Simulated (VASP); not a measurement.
Input of a VASP 6.6.1 run:

The input INCAR:

```
PREC = Accurate ; ENCUT = 520
EDIFF = 1E-6 ; ISMEAR = 0
SIGMA = 0.05 ; LREAL = F
LASPH = T ; NELM = 80
ALGO = Normal ; ISIF = 2
LWAVE = F ; LCHARG = F
GGA = CA ; NBANDS = 6
```

File KPOINTS:

```
Automatic mesh
0
Gamma
  10 10 26
```

File POSCAR:

```
H
1.0
    2.5171568020      0.0000000000      0.0000000000
    0.0000000000      2.5171568020      0.0000000000
    0.0000000000      0.0000000000      1.0050052430
H
1
Direct
    0.0000000000      0.0000000000      0.5000000000
```

Potentials or basis: VASP PAW LDA potentials, release 64 (H).

Launch:

```console
$ cat potpaw_LDA.64/H/POTCAR > POTCAR
$ mpirun -np 1 vasp_std > vasp.out
```

**Question.** Estimate the pressure.

**Answer.** -1.2 GPa.

Stress tensor (GPa, compression positive):
```
-0.72  0.00  0.00
 0.00 -0.72  0.00
 0.00  0.00 -2.24
```

Caveat: the cell differs from its parent crystal (strain -0.050 along x and y, +0.025 along z).
